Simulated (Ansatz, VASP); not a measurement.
BP: VASP beside Ansatz

```
B P
1.0
     0.00000    2.26607    2.26607
     2.26607    0.00000    2.26607
     2.26607    2.26607    0.00000
B P
1 1
Direct
  0.00000 0.00000 0.00000
  0.75000 0.75000 0.75000
```

Alike in both runs: task relaxation of cell and atoms; functional PBE; dispersion D3(BJ); k mesh 10 × 10 × 10; occupations gaussian, width 0.02 eV; no spin polarisation.

```csv
,VASP,Ansatz
version,VASP 6.6.1,Ansatz 0.2.0
potentials or method,"VASP PAW PBE potentials, release 64 (B, P), cutoff 500 eV","scalar-relativistic, plane waves, PAW"
valence electrons in the cell,8,8
```

```tsv
	VASP	Ansatz	Ansatz less VASP
gap on the k mesh at the Fermi level, each at its own relaxed structure (eV)	1.21	1.22	+0.006
relaxed volume (Å³/atom)	11.43	11.45	+0.017
relaxed cell length with the largest relative difference (Å)	3.186	3.187	+0.0015
```
